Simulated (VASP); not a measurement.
# TaBi (rocksalt type) (Fm-3m) in VASP: a series of runs

Runs on TaBi (rocksalt type). Level: LDA. Tasks: single point.

All numbers are computed with VASP 6.6.1; they aren't measurements. Logs are shortened: lines on timing, memory, paths and dates and some standing lists are left out, and cuts for length are marked.

## Step 1: The cell of the first run

It takes space group Fm-3m (No. 225, cubic). Conventional cell: a = 4.671 Å, b = 4.671 Å, c = 4.671 Å, α = 90.00°, β = 90.00°, γ = 90.00°. Within 3.1 Å of Ta (site symmetry m-3m) lie 6 Bi at 2.34 Å. Bi (site symmetry m-3m) has 6 Ta at 2.34 Å within 3.1 Å.

## Step 2: Single point, LDA (volume scaled by 0.55)

Contents of INCAR:

```
PREC = Accurate
ENCUT = 520
EDIFF = 1E-6
ISMEAR = -1
SIGMA = 0.08
LREAL = False
LASPH = True
NELM = 80
ALGO = Normal
ISIF = 2
LWAVE = False
LCHARG = False
NBANDS = 20
```

Contents of KPOINTS:

```
Automatic mesh
0
Gamma
  11 11 11
```

Contents of POSCAR:

```
TaBi
1.0
    0.0000000000      2.3356386714      2.3356386714
    2.3356386714      0.0000000000      2.3356386714
    2.3356386714      2.3356386714      0.0000000000
Ta Bi
1 1
Direct
    0.0000000000      0.0000000000      0.0000000000
    0.5000000000      0.5000000000      0.5000000000
```

Potentials or basis: VASP PAW LDA potentials, release 64 (Ta_pv, Bi_d).

Started as:

```bash
> cat potpaw_LDA.64/Ta_pv/POTCAR potpaw_LDA.64/Bi_d/POTCAR > POTCAR
> mpirun -np 1 vasp_std > vasp.out
```

OUTCAR:

```text
PREC = Accurate
   ENCUT = 520
   EDIFF = 1E-6
   ISMEAR = -1
   LREAL = False
   LASPH = True
   NELM = 80
   ISIF = 2

 ion  position               nearest neighbor table
   1  0.000  0.000  0.000-   2 2.34   2 2.34   2 2.34   2 2.34   2 2.34   2 2.34
   2  0.500  0.500  0.500-   1 2.34   1 2.34   1 2.34   1 2.34   1 2.34   1 2.34

  LATTYP: Found a face centered cubic cell.
 ALAT       =     4.6712773428

  Lattice vectors:

 A1 = (   0.0000000000,   2.3356386714,   2.3356386714)
 A2 = (   2.3356386714,   0.0000000000,   2.3356386714)
 A3 = (   2.3356386714,   2.3356386714,   0.0000000000)

Analysis of symmetry for initial positions (statically):
=====================================================================
 Subroutine PRICEL returns:
 Original cell was already a primitive cell.

 Routine SETGRP: Setting up the symmetry group for a
 face centered cubic supercell.

 Subroutine GETGRP returns: Found 48 space group operations
 (whereof 48 operations were pure point group operations)
 out of a pool of 48 trial point group operations.

The static configuration has the point symmetry O_h .

Analysis of symmetry for dynamics (positions and initial velocities):
=====================================================================
 Subroutine PRICEL returns:
 Original cell was already a primitive cell.

 Routine SETGRP: Setting up the symmetry group for a
 face centered cubic supercell.

 Subroutine GETGRP returns: Found 48 space group operations
 (whereof 48 operations were pure point group operations)
 out of a pool of 48 trial point group operations.

The dynamic configuration has the point symmetry O_h .

 Subroutine INISYM returns: Found 48 space group operations
 (whereof 48 operations are pure point group operations),
 and found     1 'primitive' translations

----------------------------------------------------------------------------------------

                                     Primitive cell

  volume of cell :      25.4828

  direct lattice vectors                    reciprocal lattice vectors
     0.000000000  2.335638671  2.335638671    -0.214074209  0.214074209  0.214074209
     2.335638671  0.000000000  2.335638671     0.214074209 -0.214074209  0.214074209
     2.335638671  2.335638671  0.000000000     0.214074209  0.214074209 -0.214074209

  length of vectors
     3.303091886  3.303091886  3.303091886     0.370787406  0.370787406  0.370787406

  position of ions in fractional coordinates (direct lattice)
     0.000000000  0.000000000  0.000000000
     0.500000000  0.500000000  0.500000000

  ion indices of the primitive-cell ions
   primitive index   ion index
                 1           1
                 2           2

----------------------------------------------------------------------------------------

 KPOINTS: Automatic mesh

Automatic generation of k-mesh.
 Grid dimensions read from file:
 generate k-points for:   11   11   11

 Generating k-lattice:

  Cartesian coordinates                     Fractional coordinates (reciprocal lattice)
    -0.019461292  0.019461292  0.019461292     0.090909091  0.000000000  0.000000000
     0.019461292 -0.019461292  0.019461292     0.000000000  0.090909091  0.000000000
     0.019461292  0.019461292 -0.019461292     0.000000000  0.000000000  0.090909091

  Length of vectors
     0.033707946  0.033707946  0.033707946

  Shift w.r.t. Gamma in fractional coordinates (k-lattice)
     0.000000000  0.000000000  0.000000000

 Subroutine IBZKPT returns following result:
 ===========================================

 Found     56 irreducible k-points:

 Following reciprocal coordinates:
            Coordinates               Weight
  0.000000  0.000000  0.000000      1.000000
  0.090909  0.000000  0.000000      8.000000
  0.181818  0.000000  0.000000      8.000000
  0.272727  0.000000  0.000000      8.000000
  0.363636  0.000000  0.000000      8.000000
  0.454545  0.000000  0.000000      8.000000
[... 16 lines left out ...]
 -0.272727  0.181818  0.000000     24.000000
 -0.181818  0.181818  0.000000     12.000000
 [... further k-points ...]
   k-points           NKPTS =     56   k-points in BZ     NKDIM =     56   number of bands    NBANDS=     20
   number of dos      NEDOS =    301   number of ions     NIONS =      2
   total plane-waves  NPLWV =  21952
   dimension x,y,z NGX =    28 NGY =   28 NGZ =   28
   dimension x,y,z NGXF=    56 NGYF=   56 NGZF=   56
   ions per type =               1   1
   NGX,Y,Z   is equivalent  to a cutoff of  14.09, 14.09, 14.09 a.u.
   NGXF,Y,Z  is equivalent  to a cutoff of  28.19, 28.19, 28.19 a.u.
 SYSTEM =  unknown system
   PREC   = accura    normal or accurate (medium, high low for compatibility)
   ISTART =      0    job   : 0-new  1-cont  2-samecut
   ICHARG =      2    charge: 1-file 2-atom 10-const
   ISPIN  =      1    spin polarized calculation?
   LNONCOLLINEAR =      F non collinear calculations
   LSORBIT =      F    spin-orbit coupling
   LASPH  =      T    aspherical Exc in radial PAW
   ENCUT  =  520.0 eV  38.22 Ry    6.18 a.u.   6.14  6.14  6.14*2*pi/ulx,y,z
   NELM   =     80;   NELMIN=  2; NELMDL= -5     # of ELM steps
   EDIFF  = 0.1E-05   stopping-criterion for ELM
   LREAL  =      F    real-space projection
   EDIFFG = 0.1E-04   stopping-criterion for IOM
   NSW    =      0    number of steps for IOM
   IBRION =     -1    ionic relax: 0-MD 1-quasi-New 2-CG
   NFREE  =      0    steps in history (QN), initial steepest desc. (CG)
   ISIF   =      2    stress and relaxation
   ISYM   =      2    0-nonsym 1-usesym 2-fastsym
   POTIM  = 0.5000    time-step for ionic-motion
   TEBEG  =    0.0;   TEEND  =   0.0 temperature during run
   PSTRESS=    0.0 pullay stress
   NELECT =      26.0000    total number of electrons
   NUPDOWN=      -1.0000    fix difference up-down
   EMIN   =  10.00;   EMAX   =-10.00  energy-range for DOS
   EFERMI =   0.00;   METHOD = LEGACY
   ISMEAR =    -1;   SIGMA  =   0.08  broadening in eV -4-tet -1-fermi 0-gaus
   EFERMI_NEDOS =   21; number of points for ismear=-14 and -15
   IALGO  =     38    algorithm
   IMIX   =      4    mixing-type and parameters
     AMIX     =   0.40;   BMIX     =  1.00
     AMIX_MAG =   1.60;   BMIX_MAG =  1.00
  volume/ion in A,a.u.               =      12.74        85.98
  Fermi-wavevector in a.u.,A,eV,Ry     =   1.648100  3.114458 36.956613  2.716234
  Thomas-Fermi vector in A             =   2.737447
   LORBIT       =      0    0 simple, 1 ext, 2 COOP (PROOUT), +10 PAW based schemes
   GGA     = CA    functional components
   LHFCALC =     F    Hartree Fock is set to
   AEXX    =    0.0000 exact exchange contribution
   IVDW    =     0    specifies the selected vdW correction
   LEPSILON=     F    determine dielectric tensor
   LRPA    =     F    only Hartree local field effects (RPA)
 non-spin polarized calculation
  energy-cutoff  :      520.00
  volume of cell :       25.48
 maximum number of plane-waves:       701
 NGX is ok and might be reduce to    28
   NGX = 13   NGY = 13   NGZ = 13

 number of electron      26.0000001 magnetization

 Free energy of the ion-electron system (eV)
  ---------------------------------------------------
  ext. energy  EPLUGINS =         0.00000000
  ---------------------------------------------------
  free energy    TOTEN  =        -4.99306771 eV

  energy without entropy =       -4.96266473  energy(sigma->0) =       -4.97786622

 E-fermi :  17.1970     XC(G=0): -14.9797

 val. band max:       17.1891213388   @ k =  -0.4545   0.0909   0.0000
 cond. band min:      17.2763841989   @ k =   0.2727   0.0909   0.0000
 fundamental gap:      0.0872628600
 Fermi energy:        17.1969991984

 k-point     1 :       0.0000    0.0000    0.0000
  band No.  band energies     occupation
      1     -17.5476      2.00000
      2     -17.5476      2.00000
      3     -17.5476      2.00000
      4      -8.4332      2.00000
      5      -8.4332      2.00000
      6      -7.9832      2.00000
[... 12 lines left out ...]
     19      29.0059      0.00000
     20      30.8396      0.00000

 k-point     2 :       0.0909    0.0000    0.0000
  band No.  band energies     occupation
      1     -17.6228      2.00000
      2     -17.5867      2.00000
      3     -17.5867      2.00000
      4      -8.3420      2.00000
      5      -8.3420      2.00000
      6      -7.9603      2.00000
[... 12 lines left out ...]
     19      29.8768      0.00000
     20      30.8253      0.00000

 k-point     3 :       0.1818    0.0000    0.0000
  band No.  band energies     occupation
      1     -17.8179      2.00000
      2     -17.6888      2.00000
      3     -17.6888      2.00000
      4      -8.0968      2.00000
      5      -8.0968      2.00000
      6      -7.8972      2.00000
[... 12 lines left out ...]
     19      28.8180      0.00000
     20      30.8383      0.00000

 k-point     4 :       0.2727    0.0000    0.0000
  band No.  band energies     occupation
      1     -18.0607      2.00000
      2     -17.8171      2.00000
      3     -17.8171      2.00000
      4      -7.8100      2.00000
      5      -7.7950      2.00000
      6      -7.7950      2.00000
[... 12 lines left out ...]
     19      27.4918      0.00000
     20      29.8333      0.00000

 k-point     5 :       0.3636    0.0000    0.0000
  band No.  band energies     occupation
      1     -18.2726      2.00000
      2     -17.9301      2.00000
      3     -17.9301      2.00000
      4      -7.7248      2.00000
      5      -7.6886      2.00000
      6      -7.6886      2.00000
[... 12 lines left out ...]
     19      29.4097      0.00000
     20      29.5563      0.00000
[... 353 lines left out ...]
      6      -7.5883      2.00000
[... 12 lines left out ...]
     19      30.8273      0.00000
     20      32.1086      0.00000

 k-point    22 :      -0.3636    0.1818    0.0000
  band No.  band energies     occupation
      1     -18.2980      2.00000
      2     -18.0006      2.00000
      3     -17.9270      2.00000
      4      -7.7671      2.00000
      5      -7.6814      2.00000
      6      -7.6486      2.00000
[... 12 lines left out ...]
     19      29.7659      0.00000
     20      30.8298      0.00000

 k-point    23 :      -0.2727    0.1818    0.0000
  band No.  band energies     occupation
      1     -18.2465      2.00000
      2     -17.9723      2.00000
      3     -17.8129      2.00000
      4      -7.9506      2.00000
      5      -7.7629      2.00000
      6      -7.7256      2.00000
[... 12 lines left out ...]
     19      27.4103      0.00000
     20      30.8317      0.00000

 k-point    24 :      -0.1818    0.1818    0.0000
  band No.  band energies     occupation
      1     -18.1248      2.00000
      2     -17.8948      2.00000
      3     -17.7146      2.00000
      4      -8.0897      2.00000
      5      -7.8425      2.00000
      6      -7.8086      2.00000
[... 12 lines left out ...]
     19      27.8985      0.00000
     20      30.8359      0.00000

 [... further k-points ...]
[... 5 lines left out ...]
  --------------------------------------------------------------------------------------
  -------------------------------------------------------------------------------------
  Total       43.2085173     43.2085173     43.2085173      0.0000000     -0.0000000     -0.0000000
  in kB     2716.6455512   2716.6455512   2716.6455512      0.0000000     -0.0000000     -0.0000000
  external PRESSURE =    2716.6455512 kB  Pullay stress =       0.0000000 kB

 VOLUME and BASIS-vectors are now :
 -----------------------------------------------------------------------------
  energy-cutoff  :      520.00
  volume of cell :       25.48
      direct lattice vectors                 reciprocal lattice vectors
     0.000000000  2.335638671  2.335638671    -0.214074209  0.214074209  0.214074209
     2.335638671  0.000000000  2.335638671     0.214074209 -0.214074209  0.214074209
     2.335638671  2.335638671  0.000000000     0.214074209  0.214074209 -0.214074209

 POSITION                                       TOTAL-FORCE (eV/Angst)
 -----------------------------------------------------------------------------------
      0.00000      0.00000      0.00000         0.000000      0.000000      0.000000
      2.33564      2.33564      2.33564        -0.000000     -0.000000     -0.000000
 -----------------------------------------------------------------------------------
    total drift:                                0.000000      0.000000      0.000000

  FREE ENERGIE OF THE ION-ELECTRON SYSTEM (eV)
  ---------------------------------------------------
  free  energy   TOTEN  =        -4.9930677114 eV

  energy  without entropy=       -4.9626647300  energy(sigma->0) =       -4.97786622
```

It took 14 s on 1 thread of Intel Xeon 6975P-C (Granite Rapids), shared host; peak memory 0.16 GiB.

What came out:

```
Free energy            : -4.9931 eV
Pressure               : 271.7 GPa
Band gap on the k mesh : zero (band 13 reaches 18.04 eV, above the bottom of band 14 at 16.31 eV)
```

Levels at points of the mesh, in eV from the Fermi level:
```tsv
k point	band 10	band 11	band 12	band 13	band 14	band 15	band 16	band 17
(0.00, 0.00, 0.00)	-2.00	-2.00	-2.00	0.84	0.84	3.61	3.61	3.61
```

Caveat: spin-orbit coupling is left out, which moves the levels of the heavy elements.

## Step 3: Single point, LDA (volume scaled by 0.75)

Contents of INCAR:

```
PREC     = Accurate       # precision mode
ENCUT    = 520            # plane-wave cutoff, eV
EDIFF    = 1E-6           # SCF threshold, eV
ISMEAR   = -1             # smearing method
SIGMA    = 0.08           # smearing width, eV
LREAL    = F              # projectors in reciprocal space
LASPH    = T              # aspherical terms in the spheres
NELM     = 100            # most SCF steps
ALGO     = Normal         # electronic algorithm
ISIF     = 2              # what is computed and relaxed
LWAVE    = F              # write WAVECAR
LCHARG   = F              # write CHGCAR
NBANDS   = 20             # bands
```

KPOINTS is that of step 2.

Contents of POSCAR:

```
TaBi
1.0
    0.0000000000      2.5900323106      2.5900323106
    2.5900323106      0.0000000000      2.5900323106
    2.5900323106      2.5900323106      0.0000000000
Ta Bi
1 1
Direct
    0.0000000000      0.0000000000      0.0000000000
    0.5000000000      0.5000000000      0.5000000000
```

Potentials or basis: VASP PAW LDA potentials, release 64 (Ta_pv, Bi_d).

Started as:

```bash
> cat potpaw_LDA.64/Ta_pv/POTCAR potpaw_LDA.64/Bi_d/POTCAR > POTCAR
> mpirun -np 1 vasp_std > vasp.out
```

Run time: 14 s. Hardware: 1 thread of Intel Xeon 6975P-C (Granite Rapids), shared host; peak memory 0.16 GiB.

The run converged. Its results:

```yaml
Free_energy: -13.4876 eV
Pressure: 66.1 GPa
Band_gap_on_the_k_mesh: zero (band 13 reaches 12.31 eV, above the bottom of band 14 at 11.20 eV)
```

Levels at points of the mesh, in eV from the Fermi level:
```
           k point  band 11  band 12  band 13  band 14  band 15  band 16
(0.00, 0.00, 0.00)    -1.53    -1.53    -0.02    -0.02     1.72     1.72
```

Caveat: spin-orbit coupling is left out, which moves the levels of the heavy elements.

## Step 4: Single point, LDA (volume scaled by 0.75)

INCAR, as its differences from that of step 3:

```diff
@@ -12,2 +12,3 @@
 LCHARG   = F              # write CHGCAR
+GGA      = CA             # functional
 NBANDS   = 20             # bands
```

Contents of KPOINTS:

```
regular mesh
0
Gamma
  11 11 11
```

POSCAR is that of step 3.

Started as:

```bash
> cat potpaw_LDA.64/Ta_pv/POTCAR potpaw_LDA.64/Bi_d/POTCAR > POTCAR
> mpirun -np 1 vasp_std > vasp.out
```

Run time: 16 s. Hardware: 1 thread of Intel Xeon 6975P-C (Granite Rapids), shared host; peak memory 0.16 GiB.

Results (log left out):

| Item | Value |
| --- | --- |
| Free energy | -13.4876 eV |
| Pressure | 66.1 GPa |
| Band gap on the k mesh | zero (band 13 reaches 12.31 eV, above the bottom of band 14 at 11.20 eV) |

Levels at points of the mesh, in eV from the Fermi level:
```
           k point  band 11  band 12  band 13  band 14  band 15  band 16
(0.00, 0.00, 0.00)    -1.53    -1.53    -0.02    -0.02     1.72     1.72
```

Caveat: spin-orbit coupling is left out, which moves the levels of the heavy elements.

## Step 5: Single point, LDA (volume scaled by 0.85)

Contents of INCAR:

```
SYSTEM = TaBi
  ALGO = Normal
  EDIFF = 1E-7
  ENCUT = 520
  ISIF = 2
  ISMEAR = -1
  LASPH = .True.
  LCHARG = .False.
  LREAL = .False.
  LWAVE = .False.
  NBANDS = 20
  NELM = 100
  PREC = Accurate
  SIGMA = 0.08
```

Contents of KPOINTS:

```
k-points
0
Gamma
  11 11 11
  0 0 0
```

Contents of POSCAR:

```
TaBi
1.0
    0.0000000000      2.7003770149      2.7003770149
    2.7003770149      0.0000000000      2.7003770149
    2.7003770149      2.7003770149      0.0000000000
Ta Bi
1 1
Direct
    0.0000000000      0.0000000000      0.0000000000
    0.5000000000      0.5000000000      0.5000000000
```

Started as:

```bash
> cat potpaw_LDA.64/Ta_pv/POTCAR potpaw_LDA.64/Bi_d/POTCAR > POTCAR
> mpirun -np 1 vasp_std > vasp.out
```

Run time: 15 s. Hardware: 1 thread of Intel Xeon 6975P-C (Granite Rapids), shared host; peak memory 0.17 GiB.

It converged, with:

```yaml
Free_energy: -14.8004 eV
Pressure: 28.2 GPa
Band_gap_on_the_k_mesh: zero (band 13 reaches 10.57 eV, above the bottom of band 14 at 9.49 eV)
```

Levels at points of the mesh, in eV from the Fermi level:
```tsv
k point	band 10	band 11	band 12	band 13	band 14	band 15	band 16	band 17
(0.00, 0.00, 0.00)	-1.31	-1.31	-1.31	-0.18	-0.18	1.24	1.24	1.24
```

Caveat: spin-orbit coupling is left out, which moves the levels of the heavy elements.

## Step 6: Summary

| cell | gap on the mesh (eV) | pressure (GPa) |
| --- | --- | --- |
| a = 3.303 Å, angles 60.0°, 2 atoms | none | 271.7 |
| a = 3.663 Å, angles 60.0°, 2 atoms | none | 66.1 |
| a = 3.819 Å, angles 60.0°, 2 atoms | none | 28.2 |

Alike in all rows: task single point; level LDA; potentials or basis VASP PAW LDA potentials, release 64 (Ta_pv, Bi_d); no spin polarisation; k mesh 11 × 11 × 11; cutoff (eV) 520; smearing fermi-dirac 0.08 eV.

Caveats: spin-orbit coupling is left out, which moves the levels of the heavy elements.

Absolute energies hang on the potentials; compare differences alone.
